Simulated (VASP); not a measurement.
# Ni in VASP: notebook

Runs on Ni. Level: LDA. Tasks: electric field gradients.

All numbers are computed with VASP 6.6.1; they aren't measurements. Logs are shortened: lines on timing, memory, paths and dates and some standing lists are left out, and cuts for length are marked.

## 1. The cell of the first run

It takes space group I4/mmm (No. 139, tetragonal). Conventional cell: a = 2.500 Å, b = 2.500 Å, c = 3.501 Å, α = 90.00°, β = 90.00°, γ = 90.00°. Ni (site symmetry 4/mmm) has 12 Ni at 2.49 to 2.50 Å within 3.3 Å.

## 2. Electric field gradients, LDA, collinear spin, ferromagnetic start (zz strain of -1 %)

File INCAR:

```
ALGO = Normal ; EDIFF = 1E-8
ENCUT = 520 ; ISIF = 2
ISMEAR = -1 ; ISPIN = 2
LASPH = T ; LCHARG = F
LEFG = T ; LMAXMIX = 4
LORBIT = 11 ; LREAL = F
LWAVE = F ; MAGMOM = 1.5
NBANDS = 15 ; NELM = 150
PREC = Accurate ; SIGMA = 0.05
```

File KPOINTS:

```
k-points
0
Gamma
  20 20 20
```

File POSCAR:

```
Ni
1.0
    0.0000000000      1.7679500000      1.7502705000
    1.7679500000      0.0000000000      1.7502705000
    1.7679500000      1.7679500000      0.0000000000
Ni
1
Direct
    0.0000000000      0.0000000000      0.0000000000
```

Potentials or basis: VASP PAW LDA potentials, release 64 (Ni).

Run with:

```sh
$ cat potpaw_LDA.64/Ni/POTCAR > POTCAR
$ mpirun -np 1 vasp_std > vasp.out
```

OUTCAR:

```text
EDIFF = 1E-8
   ENCUT = 520
   ISIF = 2
   ISMEAR = -1
   ISPIN = 2
   LASPH = T
   LORBIT = 11
   LREAL = F
   NELM = 150
   PREC = Accurate

 ion  position               nearest neighbor table
   1  0.000  0.000  0.000-

  LATTYP: Found a body centered tetragonal cell.
 ALAT       =     2.5002588676
 C/A-ratio  =     1.4000714267

  Lattice vectors:

 A1 = (   0.0000000000,  -1.7679500000,  -1.7502705000)
 A2 = (   0.0000000000,   1.7679500000,  -1.7502705000)
 A3 = (   1.7679500000,   0.0000000000,   1.7502705000)

Analysis of symmetry for initial positions (statically):
=====================================================================
 Subroutine PRICEL returns:
 Original cell was already a primitive cell.

 Routine SETGRP: Setting up the symmetry group for a
 body centered tetragonal supercell.

 Subroutine GETGRP returns: Found 16 space group operations
 (whereof 16 operations were pure point group operations)
 out of a pool of 16 trial point group operations.

The static configuration has the point symmetry D_4h.

Analysis of symmetry for dynamics (positions and initial velocities):
=====================================================================
 Subroutine PRICEL returns:
 Original cell was already a primitive cell.

 Routine SETGRP: Setting up the symmetry group for a
 body centered tetragonal supercell.

 Subroutine GETGRP returns: Found 16 space group operations
 (whereof 16 operations were pure point group operations)
 out of a pool of 16 trial point group operations.

The dynamic configuration has the point symmetry D_4h.

Analysis of structural, dynamic, and magnetic symmetry:
=====================================================================
 Subroutine PRICEL returns:
 Original cell was already a primitive cell.

 Routine SETGRP: Setting up the symmetry group for a
 body centered tetragonal supercell.

 Subroutine GETGRP returns: Found 16 space group operations
 (whereof 16 operations were pure point group operations)
 out of a pool of 16 trial point group operations.

The overall configuration has the point symmetry D_4h.

 Subroutine INISYM returns: Found 16 space group operations
 (whereof 16 operations are pure point group operations),
 and found     1 'primitive' translations

[... 572 lines left out ...]
      9      32.8150      0.00000
     10      34.4791      0.00000
     11      36.6237      0.00000
     12      38.6393      0.00000
     13      42.9507      0.00000
     14      49.3613      0.00000
     15      51.0242      0.00000

 [... further k-points ...]

 spin component 2

 k-point     1 :       0.0000    0.0000    0.0000
  band No.  band energies     occupation
      1       0.0419      1.00000
      2       7.2085      1.00000
      3       7.2085      1.00000
      4       7.2691      1.00000
      5       8.2898      1.00000
      6       8.3555      0.99999
      7      32.6652      0.00000
      8      36.4043      0.00000
      9      36.4043      0.00000
     10      36.5073      0.00000
     11      39.4565      0.00000
     12      39.5165      0.00000
     13      39.5165      0.00000
     14      42.5061      0.00000
[... 403 lines left out ...]
      4       7.2839      1.00000
      5       8.7480      0.97888
      6       9.0548      0.09113
      7      18.3491      0.00000
      8      30.8275      0.00000
      9      32.8797      0.00000
     10      34.6098      0.00000
     11      36.7418      0.00000
     12      38.7407      0.00000
     13      43.0726      0.00000
     14      49.4768      0.00000
     15      51.2574      0.00000

 [... further k-points ...]
[... 5 lines left out ...]
  --------------------------------------------------------------------------------------
  -------------------------------------------------------------------------------------
  Total       -1.2336539     -1.2336539     -1.1586849      0.0000000     -0.0000000      0.0000000
  in kB     -180.6461873   -180.6461873   -169.6683348      0.0000000     -0.0000000      0.0000000
  external PRESSURE =    -176.9869031 kB  Pullay stress =       0.0000000 kB

 VOLUME and BASIS-vectors are now :
 -----------------------------------------------------------------------------
  energy-cutoff  :      520.00
  volume of cell :       10.94
      direct lattice vectors                 reciprocal lattice vectors
     0.000000000  1.767950000  1.750270500    -0.282813428  0.282813428  0.285670129
     1.767950000  0.000000000  1.750270500     0.282813428 -0.282813428  0.285670129
     1.767950000  1.767950000  0.000000000     0.282813428  0.282813428 -0.285670129

 POSITION                                       TOTAL-FORCE (eV/Angst)
 -----------------------------------------------------------------------------------
      0.00000      0.00000      0.00000         0.000000     -0.000000      0.000000
 -----------------------------------------------------------------------------------
    total drift:                                0.000000      0.000000      0.000000

  FREE ENERGIE OF THE ION-ELECTRON SYSTEM (eV)
  ---------------------------------------------------
  free  energy   TOTEN  =        -6.5310108657 eV

  energy  without entropy=       -6.5156926723  energy(sigma->0) =       -6.52335177

 Electric field gradients (V/A^2)
---------------------------------------------------------------------
 ion       V_xx      V_yy      V_zz      V_xy      V_xz      V_yz
---------------------------------------------------------------------
   1       0.363     0.363    -0.725    -0.001    -0.002    -0.002
---------------------------------------------------------------------

 Electric field gradients after diagonalization (V/A^2)
 (convention: |V_zz| > |V_xx| > |V_yy|)
----------------------------------------------------------------------
 ion       V_xx      V_yy      V_zz     asymmetry (V_yy - V_xx)/ V_zz
----------------------------------------------------------------------
   1       0.364     0.362    -0.725       0.003
----------------------------------------------------------------------

           NMR quadrupolar parameters

 Cq : quadrupolar parameter    Cq=e*Q*V_zz/h
 eta: asymmetry parameters     (V_yy - V_xx)/ V_zz
 Q  : nuclear electric quadrupole moment in mb (millibarn)
----------------------------------------------------------------------
 ion       Cq(MHz)       eta       Q (mb)
----------------------------------------------------------------------
   1      -0.002       0.003       1.000
----------------------------------------------------------------------

 total charge

# of ion       s       p       d       tot
------------------------------------------
    1        0.497   0.491   8.322   9.310

 magnetization (x)

# of ion       s       p       d       tot
------------------------------------------
    1       -0.005  -0.018   0.638   0.615
```

OSZICAR:

```text
N       E                     dE             d eps       ncg     rms          rms(c)
DAV:   1     0.323652155580E+02    0.32365E+02   -0.42314E+03 40833   0.861E+02
DAV:   2    -0.613010662566E+01   -0.38495E+02   -0.35664E+02 43780   0.163E+02
DAV:   3    -0.759066874737E+01   -0.14606E+01   -0.14500E+01 47000   0.312E+01
DAV:   4    -0.759976710667E+01   -0.90984E-02   -0.90968E-02 47277   0.233E+00
DAV:   5    -0.759988260803E+01   -0.11550E-03   -0.11550E-03 47775   0.236E-01    0.105E+01
DAV:   6    -0.695146226455E+01    0.64842E+00   -0.14752E+01 55883   0.436E+01    0.647E+00
DAV:   7    -0.654986687541E+01    0.40160E+00   -0.28736E+00 51649   0.169E+01    0.174E+00
DAV:   8    -0.653530232472E+01    0.14565E-01   -0.23059E-02 46086   0.932E-01    0.896E-01
DAV:   9    -0.653197470124E+01    0.33276E-02   -0.20021E-03 64462   0.247E-01    0.297E-01
DAV:  10    -0.653102748642E+01    0.94721E-03   -0.10502E-03 66825   0.173E-01    0.373E-02
DAV:  11    -0.653101130980E+01    0.16177E-04   -0.21320E-05 56515   0.294E-02    0.248E-02
DAV:  12    -0.653101119707E+01    0.11273E-06   -0.56974E-06 60970   0.124E-02    0.548E-03
DAV:  13    -0.653101101716E+01    0.17991E-06   -0.10628E-07 50711   0.384E-03    0.466E-03
DAV:  14    -0.653101086742E+01    0.14974E-06   -0.93486E-08 44412   0.194E-03    0.915E-04
DAV:  15    -0.653101086566E+01    0.17599E-08   -0.78379E-09 38571   0.745E-04
   1 F= -.65310109E+01 E0= -.65233518E+01  d E =-.153182E-01  mag=     0.6096
```

stdout:

```text
POSCAR found type information on POSCAR Ni
 POSCAR found :  1 types and       1 ions
 scaLAPACK will be used
 LDA part: xc-table for (Slater(with rela. corr.)+CA(PZ))
 , standard interpolation
 POSCAR, INCAR and KPOINTS ok, starting setup
 FFT: planning ... GRIDC
 FFT: planning ... GRID_SOFT
 FFT: planning ... GRID
 WAVECAR not read
 entering main loop
ion   1
```

Run time: 2.8 min. Hardware: 1 thread of Intel Xeon 6975P-C (Granite Rapids), shared host; peak memory 0.25 GiB.

Results:

| Property | Result |
| --- | --- |
| Free energy | -6.5310 eV |
| Pressure | -17.7 GPa |
| Net moment | 0.61 μB per cell |
| Site moments | Ni +0.61 μB |
| Largest electric field gradient by atom | Ni -0.7 V/Å² |
| Valence electrons inside the program's atomic spheres | Ni 9.31 |

Stress tensor (GPa, compression positive):
```
-18.06   0.00   0.00
  0.00 -18.06   0.00
  0.00   0.00 -16.97
```

Levels at points of the mesh, in eV from the Fermi level:
Spin up:
```tsv
k point	band 2	band 3	band 4	band 5	band 6	band 7	band 8	band 9
(0.00, 0.00, 0.00)	-2.35	-2.35	-2.29	-1.22	-1.16	23.75	27.42	27.42
(0.50, 0.00, 0.00)	-2.37	-2.30	-0.52	-0.50	-0.24	5.68	22.25	24.29
(0.50, 0.50, 0.00)	-4.10	-0.48	-0.36	-0.36	2.61	9.41	14.56	14.56
(0.50, 0.00, 0.50)	-4.09	-0.48	-0.38	-0.34	2.38	9.14	14.81	14.81
```
Spin down:
| k point | band 1 | band 2 | band 3 | band 4 | band 5 | band 6 | band 7 | band 8 | band 9 | band 10 |
| --- | --- | --- | --- | --- | --- | --- | --- | --- | --- | --- |
| (0.00, 0.00, 0.00) | -8.90 | -1.73 | -1.73 | -1.67 | -0.65 | -0.58 | 23.73 | 27.46 | 27.46 | 27.57 |
| (0.50, 0.00, 0.00) | -4.37 | -1.81 | -1.74 | -0.21 | 0.14 | 0.16 | 6.06 | 22.22 | 24.41 | 24.77 |
| (0.50, 0.50, 0.00) | -4.20 | -3.58 | 0.12 | 0.35 | 0.35 | 2.66 | 9.68 | 14.63 | 14.63 | 19.84 |
| (0.50, 0.00, 0.50) | -4.21 | -3.57 | 0.12 | 0.32 | 0.37 | 2.43 | 9.41 | 14.87 | 14.88 | 20.05 |

Electric field gradients, principal values (V/Å²):
```
atom  least  middle  greatest (by size)
1 Ni  0.362   0.364              -0.725
```

Caveat: the cell differs from its parent crystal (zz strain of -1 %); the cell stands under tension; without QUAD_EFG the Cq values of the log hold for a quadrupole moment of 1 mb, not for the nuclei.

## 3. Electric field gradients, LDA, collinear spin, ferromagnetic start (zz strain of -1 %)

File INCAR:

```
PREC     = Accurate       # precision mode
ENCUT    = 520            # plane-wave cutoff, eV
EDIFF    = 1E-8           # SCF threshold, eV
ISMEAR   = -1             # smearing method
SIGMA    = 0.05           # smearing width, eV
LREAL    = False          # projectors in reciprocal space
LASPH    = True           # aspherical terms in the spheres
NELM     = 150            # most SCF steps
ALGO     = Normal         # electronic algorithm
ISIF     = 2              # what is computed and relaxed
LWAVE    = False          # write WAVECAR
LCHARG   = False          # write CHGCAR
ISPIN    = 2              # spin polarisation
MAGMOM   = 1.5            # initial moments
LORBIT   = 11             # projections on sites
LMAXMIX  = 4              # l up to which the mixer works
GGA      = CA             # functional
LEFG     = True         
NBANDS   = 15             # bands
```

File KPOINTS:

```
regular mesh
0
Gamma
  20 20 20
```

POSCAR is that of step 2.

Potentials or basis: VASP PAW LDA potentials, release 64 (Ni).

Run with:

```sh
$ cat potpaw_LDA.64/Ni/POTCAR > POTCAR
$ mpirun -np 1 vasp_std > vasp.out
```

OUTCAR:

```text
PREC = Accurate
   ENCUT = 520
   EDIFF = 1E-8
   ISMEAR = -1
   LREAL = False
   LASPH = True
   NELM = 150
   ISIF = 2
   ISPIN = 2
   LORBIT = 11
   GGA = CA

 ion  position               nearest neighbor table
   1  0.000  0.000  0.000-

  LATTYP: Found a body centered tetragonal cell.
 ALAT       =     2.5002588676
 C/A-ratio  =     1.4000714267

  Lattice vectors:

 A1 = (   0.0000000000,  -1.7679500000,  -1.7502705000)
 A2 = (   0.0000000000,   1.7679500000,  -1.7502705000)
 A3 = (   1.7679500000,   0.0000000000,   1.7502705000)

Analysis of symmetry for initial positions (statically):
=====================================================================
 Subroutine PRICEL returns:
 Original cell was already a primitive cell.

 Routine SETGRP: Setting up the symmetry group for a
 body centered tetragonal supercell.

 Subroutine GETGRP returns: Found 16 space group operations
 (whereof 16 operations were pure point group operations)
 out of a pool of 16 trial point group operations.

The static configuration has the point symmetry D_4h.

Analysis of symmetry for dynamics (positions and initial velocities):
=====================================================================
 Subroutine PRICEL returns:
 Original cell was already a primitive cell.

 Routine SETGRP: Setting up the symmetry group for a
 body centered tetragonal supercell.

 Subroutine GETGRP returns: Found 16 space group operations
 (whereof 16 operations were pure point group operations)
 out of a pool of 16 trial point group operations.

The dynamic configuration has the point symmetry D_4h.

[... 615 lines left out ...]
     12      39.5165      0.00000
     13      39.5165      0.00000
     14      42.5061      0.00000
[... 403 lines left out ...]
      4       7.2839      1.00000
      5       8.7480      0.97888
      6       9.0548      0.09113
      7      18.3491      0.00000
      8      30.8275      0.00000
      9      32.8797      0.00000
     10      34.6098      0.00000
     11      36.7418      0.00000
     12      38.7407      0.00000
     13      43.0726      0.00000
     14      49.4768      0.00000
     15      51.2574      0.00000

 [... further k-points ...]
[... 5 lines left out ...]
  --------------------------------------------------------------------------------------
  -------------------------------------------------------------------------------------
  Total       -1.2336539     -1.2336539     -1.1586849      0.0000000     -0.0000000      0.0000000
  in kB     -180.6461873   -180.6461873   -169.6683348      0.0000000     -0.0000000      0.0000000
  external PRESSURE =    -176.9869031 kB  Pullay stress =       0.0000000 kB

 VOLUME and BASIS-vectors are now :
 -----------------------------------------------------------------------------
  energy-cutoff  :      520.00
  volume of cell :       10.94
      direct lattice vectors                 reciprocal lattice vectors
     0.000000000  1.767950000  1.750270500    -0.282813428  0.282813428  0.285670129
     1.767950000  0.000000000  1.750270500     0.282813428 -0.282813428  0.285670129
     1.767950000  1.767950000  0.000000000     0.282813428  0.282813428 -0.285670129

 POSITION                                       TOTAL-FORCE (eV/Angst)
 -----------------------------------------------------------------------------------
      0.00000      0.00000      0.00000         0.000000     -0.000000      0.000000
 -----------------------------------------------------------------------------------
    total drift:                                0.000000      0.000000      0.000000

  FREE ENERGIE OF THE ION-ELECTRON SYSTEM (eV)
  ---------------------------------------------------
  free  energy   TOTEN  =        -6.5310108657 eV

  energy  without entropy=       -6.5156926723  energy(sigma->0) =       -6.52335177

 Electric field gradients (V/A^2)
---------------------------------------------------------------------
 ion       V_xx      V_yy      V_zz      V_xy      V_xz      V_yz
---------------------------------------------------------------------
   1       0.363     0.363    -0.725    -0.001    -0.002    -0.002
---------------------------------------------------------------------

 Electric field gradients after diagonalization (V/A^2)
 (convention: |V_zz| > |V_xx| > |V_yy|)
----------------------------------------------------------------------
 ion       V_xx      V_yy      V_zz     asymmetry (V_yy - V_xx)/ V_zz
----------------------------------------------------------------------
   1       0.364     0.362    -0.725       0.003
----------------------------------------------------------------------

           NMR quadrupolar parameters

 Cq : quadrupolar parameter    Cq=e*Q*V_zz/h
 eta: asymmetry parameters     (V_yy - V_xx)/ V_zz
 Q  : nuclear electric quadrupole moment in mb (millibarn)
----------------------------------------------------------------------
 ion       Cq(MHz)       eta       Q (mb)
----------------------------------------------------------------------
   1      -0.002       0.003       1.000
----------------------------------------------------------------------

 total charge

# of ion       s       p       d       tot
------------------------------------------
    1        0.497   0.491   8.322   9.310

 magnetization (x)

# of ion       s       p       d       tot
------------------------------------------
    1       -0.005  -0.018   0.638   0.615
```

OSZICAR:

```text
N       E                     dE             d eps       ncg     rms          rms(c)
DAV:   1     0.323652155580E+02    0.32365E+02   -0.42314E+03 40833   0.861E+02
DAV:   2    -0.613010662566E+01   -0.38495E+02   -0.35664E+02 43780   0.163E+02
DAV:   3    -0.759066874737E+01   -0.14606E+01   -0.14500E+01 47000   0.312E+01
DAV:   4    -0.759976710667E+01   -0.90984E-02   -0.90968E-02 47277   0.233E+00
DAV:   5    -0.759988260803E+01   -0.11550E-03   -0.11550E-03 47775   0.236E-01    0.105E+01
DAV:   6    -0.695146226455E+01    0.64842E+00   -0.14752E+01 55883   0.436E+01    0.647E+00
DAV:   7    -0.654986687541E+01    0.40160E+00   -0.28736E+00 51649   0.169E+01    0.174E+00
DAV:   8    -0.653530232472E+01    0.14565E-01   -0.23059E-02 46086   0.932E-01    0.896E-01
DAV:   9    -0.653197470124E+01    0.33276E-02   -0.20021E-03 64462   0.247E-01    0.297E-01
DAV:  10    -0.653102748642E+01    0.94721E-03   -0.10502E-03 66825   0.173E-01    0.373E-02
DAV:  11    -0.653101130980E+01    0.16177E-04   -0.21320E-05 56515   0.294E-02    0.248E-02
DAV:  12    -0.653101119707E+01    0.11273E-06   -0.56974E-06 60970   0.124E-02    0.548E-03
DAV:  13    -0.653101101716E+01    0.17991E-06   -0.10628E-07 50711   0.384E-03    0.466E-03
DAV:  14    -0.653101086742E+01    0.14974E-06   -0.93486E-08 44412   0.194E-03    0.915E-04
DAV:  15    -0.653101086566E+01    0.17599E-08   -0.78379E-09 38571   0.745E-04
   1 F= -.65310109E+01 E0= -.65233518E+01  d E =-.153182E-01  mag=     0.6096
```

It took 2.8 min on 1 thread of Intel Xeon 6975P-C (Granite Rapids), shared host; peak memory 0.25 GiB.

What came out:

| Item | Value |
| --- | --- |
| Free energy | -6.5310 eV |
| Pressure | -17.7 GPa |
| Net moment | 0.61 μB per cell |
| Site moments | Ni +0.61 μB |
| Largest electric field gradient by atom | Ni -0.7 V/Å² |
| Valence electrons inside the program's atomic spheres | Ni 9.31 |

Electric field gradients, principal values (V/Å²):
```tsv
atom	least	middle	greatest (by size)
1 Ni	0.362	0.364	-0.725
```

Caveat: the cell differs from its parent crystal (zz strain of -1 %); the cell stands under tension; without QUAD_EFG the Cq values of the log hold for a quadrupole moment of 1 mb, not for the nuclei.

(Continued in part 2 of 2.)
